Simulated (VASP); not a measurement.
Set up this calculation in VASP 6.6.1, as the native input.

| Item | Value |
| --- | --- |
| Task | single point |
| Functional | PBEsol |
| Potentials or basis | VASP PAW PBE potentials, release 64 (In_d, Se) |
| Cutoff | 520 eV |
| k mesh | 6 × 6 × 4 |
| Occupations | gaussian, width 0.1 eV |
| Spin | no spin polarisation |
| Dipole correction | no |
| Further INCAR settings | ALGO = Normal; EDIFF = 1e-06; NBANDS = 34 |

The structure of InSe2 lies in POSCAR:

```
InSe2
1.0
    3.8948930000      0.0000000000      0.0000000000
    0.0000000000      3.8948930000      0.0000000000
    0.0000000000      0.0000000000      9.6262310000
In Se
2 4
Direct
    0.0000000000      0.5000000000      0.7064680000
    0.5000000000      0.0000000000      0.2935320000
    0.0000000000      0.5000000000      0.3662120000
    0.5000000000      0.0000000000      0.6337880000
    0.0000000000      0.0000000000      0.0000000000
    0.5000000000      0.5000000000      0.0000000000
```

The input as run:

INCAR

```
PREC = Accurate ; ENCUT = 520
EDIFF = 1E-6 ; ISMEAR = 0
SIGMA = 0.1 ; LREAL = F
LASPH = T ; NELM = 80
ALGO = Normal ; ISIF = 2
LWAVE = F ; LCHARG = F
GGA = PS ; NBANDS = 34
```

KPOINTS

```
Automatic mesh
0
Gamma
  6 6 4
```

Potentials or basis: VASP PAW PBE potentials, release 64 (In_d, Se).

Command:

```bash
$ cat potpaw_PBE.64/In_d/POTCAR potpaw_PBE.64/Se/POTCAR > POTCAR
$ mpirun -np 1 vasp_std > vasp.out
```

It gave:

```yaml
Pressure: -3.4 GPa
Largest_force: 0.084 eV/Å
Band_gap_on_the_k_mesh: zero (bands 25 and 26 overlap by 1.92 eV)
```

Caveat: the cell stands under tension; the PAW data sets were made with another functional, which shifts forces and pressure a little; spin-orbit coupling is left out, which moves the levels of the heavy elements.

Wall time 2.9 min on 1 thread of Intel Xeon 8259CL (shared host), peak memory 0.3 GiB.
